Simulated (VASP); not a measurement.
# InSb (Fmmm) in VASP: a series of runs, part 2 of 2

VASP 6.6.1. Earlier steps stand in the parts before.

### 4 Single point, PBE

INCAR

```
  PREC = Accurate
  ENCUT = 520
  EDIFF = 1E-6
  ISMEAR = 0
  SIGMA = 0.15
  LREAL = False
  LASPH = True
  NELM = 80
  ALGO = Normal
  ISIF = 2
  LWAVE = False
  LCHARG = False
  GGA = PE
  NBANDS = 16
```

KPOINTS

```
Automatic mesh
0
Gamma
  12 12 12
```

POSCAR

```
InSb
1.0
    0.0000000000      3.1468355804      3.3827021777
    2.6960136356      0.0000000000      3.3827021777
    2.6960136356      3.1468355804      0.0000000000
In Sb
1 1
Direct
    0.0000000000      0.0000000000      0.0000000000
    0.5000000000      0.5000000000      0.5000000000
```

Potentials or basis: VASP PAW PBE potentials, release 64 (In_d, Sb).

Command:

```sh
> cat potpaw_PBE.64/In_d/POTCAR potpaw_PBE.64/Sb/POTCAR > POTCAR
> mpirun -np 1 vasp_std > vasp.out
```

OUTCAR:

```text
PREC = Accurate
   ENCUT = 520
   EDIFF = 1E-6
   ISMEAR = 0
   LREAL = False
   LASPH = True
   NELM = 80
   ISIF = 2
   GGA = PE

 ion  position               nearest neighbor table
   1  0.000  0.000  0.000-   2 2.70   2 2.70   2 3.15   2 3.15   2 3.38   2 3.38
   2  0.500  0.500  0.500-   1 2.70   1 2.70   1 3.15   1 3.15   1 3.38   1 3.38

  LATTYP: Found a face centered orthorhombic cell.
 ALAT       =     5.3920272712
 B/A-ratio  =     1.1672179765
 C/A-ratio  =     1.2547051443

  Lattice vectors:

 A1 = (   0.0000000000,   3.1468355804,   3.3827021777)
 A2 = (   2.6960136356,   0.0000000000,   3.3827021777)
 A3 = (   2.6960136356,   3.1468355804,   0.0000000000)

Analysis of symmetry for initial positions (statically):
=====================================================================
 Subroutine PRICEL returns:
 Original cell was already a primitive cell.

 Routine SETGRP: Setting up the symmetry group for a
 face centered orthorhombic supercell.

 Subroutine GETGRP returns: Found  8 space group operations
 (whereof  8 operations were pure point group operations)
 out of a pool of  8 trial point group operations.

The static configuration has the point symmetry D_2h.

Analysis of symmetry for dynamics (positions and initial velocities):
=====================================================================
 Subroutine PRICEL returns:
 Original cell was already a primitive cell.

 Routine SETGRP: Setting up the symmetry group for a
 face centered orthorhombic supercell.

 Subroutine GETGRP returns: Found  8 space group operations
 (whereof  8 operations were pure point group operations)
 out of a pool of  8 trial point group operations.

The dynamic configuration has the point symmetry D_2h.

 Subroutine INISYM returns: Found  8 space group operations
 (whereof  8 operations are pure point group operations),
 and found     1 'primitive' translations

----------------------------------------------------------------------------------------

                                     Primitive cell

  volume of cell :      57.3971

  direct lattice vectors                    reciprocal lattice vectors
     0.000000000  3.146835580  3.382702178    -0.185459003  0.158889776  0.147810825
     2.696013636  0.000000000  3.382702178     0.185459003 -0.158889776  0.147810825
     2.696013636  3.146835580  0.000000000     0.185459003  0.158889776 -0.147810825

  length of vectors
     4.620091795  4.325640247  4.143798221     0.285462857  0.285462857  0.285462857

  position of ions in fractional coordinates (direct lattice)
     0.000000000  0.000000000  0.000000000
     0.500000000  0.500000000  0.500000000

  ion indices of the primitive-cell ions
   primitive index   ion index
                 1           1
                 2           2

----------------------------------------------------------------------------------------

 KPOINTS: Automatic mesh

Automatic generation of k-mesh.
 Grid dimensions read from file:
 generate k-points for:   12   12   12

 Generating k-lattice:

  Cartesian coordinates                     Fractional coordinates (reciprocal lattice)
    -0.015454917  0.013240815  0.012317569     0.083333333  0.000000000  0.000000000
     0.015454917 -0.013240815  0.012317569     0.000000000  0.083333333  0.000000000
     0.015454917  0.013240815 -0.012317569    -0.000000000 -0.000000000  0.083333333

  Length of vectors
     0.023788571  0.023788571  0.023788571

  Shift w.r.t. Gamma in fractional coordinates (k-lattice)
     0.000000000  0.000000000  0.000000000

 Subroutine IBZKPT returns following result:
 ===========================================

 Found    280 irreducible k-points:

 Following reciprocal coordinates:
            Coordinates               Weight
  0.000000  0.000000  0.000000      1.000000
  0.083333  0.000000  0.000000      8.000000
  0.166667  0.000000  0.000000      8.000000
  0.250000  0.000000  0.000000      8.000000
  0.333333  0.000000  0.000000      8.000000
  0.416667  0.000000  0.000000      8.000000
[... 16 lines left out ...]
  0.500000  0.166667  0.000000      8.000000
 -0.416667  0.166667 -0.000000      8.000000
 [... further k-points ...]
   k-points           NKPTS =    280   k-points in BZ     NKDIM =    280   number of bands    NBANDS=     16
   number of dos      NEDOS =    301   number of ions     NIONS =      2
   total plane-waves  NPLWV =  36864
   dimension x,y,z NGX =    36 NGY =   32 NGZ =   32
   dimension x,y,z NGXF=    72 NGYF=   64 NGZF=   64
   ions per type =               1   1
   NGX,Y,Z   is equivalent  to a cutoff of  12.95, 12.30, 12.84 a.u.
   NGXF,Y,Z  is equivalent  to a cutoff of  25.91, 24.60, 25.68 a.u.
 SYSTEM =  unknown system
   PREC   = accura    normal or accurate (medium, high low for compatibility)
   ISTART =      0    job   : 0-new  1-cont  2-samecut
   ICHARG =      2    charge: 1-file 2-atom 10-const
   ISPIN  =      1    spin polarized calculation?
   LNONCOLLINEAR =      F non collinear calculations
   LSORBIT =      F    spin-orbit coupling
   LASPH  =      T    aspherical Exc in radial PAW
   ENCUT  =  520.0 eV  38.22 Ry    6.18 a.u.   8.59  8.04  7.70*2*pi/ulx,y,z
   NELM   =     80;   NELMIN=  2; NELMDL= -5     # of ELM steps
   EDIFF  = 0.1E-05   stopping-criterion for ELM
   LREAL  =      F    real-space projection
   EDIFFG = 0.1E-04   stopping-criterion for IOM
   NSW    =      0    number of steps for IOM
   IBRION =     -1    ionic relax: 0-MD 1-quasi-New 2-CG
   NFREE  =      0    steps in history (QN), initial steepest desc. (CG)
   ISIF   =      2    stress and relaxation
   ISYM   =      2    0-nonsym 1-usesym 2-fastsym
   POTIM  = 0.5000    time-step for ionic-motion
   TEBEG  =    0.0;   TEEND  =   0.0 temperature during run
   PSTRESS=    0.0 pullay stress
   NELECT =      18.0000    total number of electrons
   NUPDOWN=      -1.0000    fix difference up-down
   EMIN   =  10.00;   EMAX   =-10.00  energy-range for DOS
   EFERMI =   0.00;   METHOD = LEGACY
   ISMEAR =     0;   SIGMA  =   0.15  broadening in eV -4-tet -1-fermi 0-gaus
   EFERMI_NEDOS =   21; number of points for ismear=-14 and -15
   IALGO  =     38    algorithm
   IMIX   =      4    mixing-type and parameters
     AMIX     =   0.40;   BMIX     =  1.00
     AMIX_MAG =   1.60;   BMIX_MAG =  1.00
  volume/ion in A,a.u.               =      28.70       193.67
  Fermi-wavevector in a.u.,A,eV,Ry     =   1.112250  2.101848 16.831765  1.237100
  Thomas-Fermi vector in A             =   2.248822
   LORBIT       =      0    0 simple, 1 ext, 2 COOP (PROOUT), +10 PAW based schemes
   GGA     = PE    functional components
   LHFCALC =     F    Hartree Fock is set to
   AEXX    =    0.0000 exact exchange contribution
   IVDW    =     0    specifies the selected vdW correction
   LEPSILON=     F    determine dielectric tensor
   LRPA    =     F    only Hartree local field effects (RPA)
 non-spin polarized calculation
 Gauss-broadening in eV      SIGMA  =   0.15
  energy-cutoff  :      520.00
  volume of cell :       57.40
 maximum number of plane-waves:      1562
   NGX = 17   NGY = 17   NGZ = 15

 number of electron      17.9999999 magnetization

 Free energy of the ion-electron system (eV)
  ---------------------------------------------------
  ext. energy  EPLUGINS =         0.00000000
  ---------------------------------------------------
  free energy    TOTEN  =        -6.16372941 eV

  energy without entropy =       -6.14877211  energy(sigma->0) =       -6.15625076

 E-fermi :   6.7224     XC(G=0):  -9.7156

 val. band max:        6.7206601494   @ k =  -0.1667   0.0833   0.1667
 cond. band min:       6.7287858992   @ k =   0.2500   0.0000   0.2500
 fundamental gap:      0.0081257498
 Fermi energy:         6.7224260269

 k-point     1 :       0.0000    0.0000    0.0000
  band No.  band energies     occupation
      1      -8.0441      2.00000
      2      -7.8921      2.00000
      3      -7.8797      2.00000
      4      -7.8476      2.00000
      5      -7.8041      2.00000
      6      -4.3477      2.00000
[... 8 lines left out ...]
     15      13.4090      0.00000
     16      13.8562      0.00000
[... 419 lines left out ...]
 k-point    24 :      -0.4167    0.1667   -0.0000
  band No.  band energies     occupation
      1      -8.0655      2.00000
      2      -7.8930      2.00000
      3      -7.8728      2.00000
      4      -7.8250      2.00000
      5      -7.8030      2.00000
      6      -2.4864      2.00000
[... 8 lines left out ...]
     15      16.4798      0.00000
     16      17.2649      0.00000

 [... further k-points ...]
[... 5 lines left out ...]
  --------------------------------------------------------------------------------------
  -------------------------------------------------------------------------------------
  Total        7.6650336     -0.3389186     -1.3633421      0.0000000      0.0000000      0.0000000
  in kB      213.9610660     -9.4605432    -38.0562092      0.0000000      0.0000000      0.0000000
  external PRESSURE =      55.4814378 kB  Pullay stress =       0.0000000 kB

 VOLUME and BASIS-vectors are now :
 -----------------------------------------------------------------------------
  energy-cutoff  :      520.00
  volume of cell :       57.40
      direct lattice vectors                 reciprocal lattice vectors
     0.000000000  3.146835580  3.382702178    -0.185459003  0.158889776  0.147810825
     2.696013636  0.000000000  3.382702178     0.185459003 -0.158889776  0.147810825
     2.696013636  3.146835580  0.000000000     0.185459003  0.158889776 -0.147810825

 POSITION                                       TOTAL-FORCE (eV/Angst)
 -----------------------------------------------------------------------------------
      0.00000      0.00000      0.00000         0.000000     -0.000000      0.000000
      2.69601      3.14684      3.38270        -0.000000      0.000000     -0.000000
 -----------------------------------------------------------------------------------
    total drift:                               -0.000000      0.000000      0.000000

  FREE ENERGIE OF THE ION-ELECTRON SYSTEM (eV)
  ---------------------------------------------------
  free  energy   TOTEN  =        -6.1637294123 eV

  energy  without entropy=       -6.1487721123  energy(sigma->0) =       -6.15625076
```

Run time: 5 min. Hardware: 1 thread of AMD EPYC 7R13 (Zen 3), shared host; peak memory 0.36 GiB.

Results:

```yaml
Free_energy: -6.1637 eV
Pressure: 5.5 GPa
Band_gap_on_the_k_mesh: zero (band 9 reaches 7.36 eV, above the bottom of band 10 at 4.42 eV)
```

Levels at points of the mesh, in eV from the Fermi level:
```csv
k point,band 7,band 8,band 9,band 10,band 11,band 12
"(0.00, 0.00, 0.00)",-1.41,-0.09,0.38,0.73,3.86,5.14
"(0.50, 0.00, 0.00)",-6.63,-0.20,0.43,1.34,2.01,4.27
"(0.50, 0.50, 0.00)",-4.44,-2.62,-2.09,-0.83,3.79,6.30
"(0.50, 0.00, 0.50)",-4.56,-3.18,-2.83,-0.68,3.63,5.15
"(0.00, 0.50, 0.50)",-4.51,-3.91,-3.07,-2.30,2.79,7.01
```

Caveat: the cell differs from its parent crystal (strain +e along x and -e along y -0.0733, strain +e along z and -e/2 along x and y +0.1000); spin-orbit coupling is left out, which moves the levels of the heavy elements.

### 5 Overview

| cell | gap on the mesh (eV) | pressure (GPa) |
| --- | --- | --- |
| a = 4.515, b = 4.002, c = 4.591 Å, angles 63.0, 52.1, 64.9°, 2 atoms | none | 6.5 |
| a = 4.552, b = 4.056, c = 4.483 Å, angles 64.2, 53.3, 62.5°, 2 atoms | none | 4.6 |
| a = 4.620, b = 4.326, c = 4.144 Å, angles 66.1, 58.9, 55.1°, 2 atoms | none | 5.5 |

Alike in all rows: task single point; level PBE; potentials or basis VASP PAW PBE potentials, release 64 (In_d, Sb); no spin polarisation; k mesh 12 × 12 × 12; cutoff (eV) 520; smearing gaussian 0.15 eV.

Caveats: spin-orbit coupling is left out, which moves the levels of the heavy elements.

Total energies depend on the potentials used, so only differences within one code and one set of settings carry meaning.
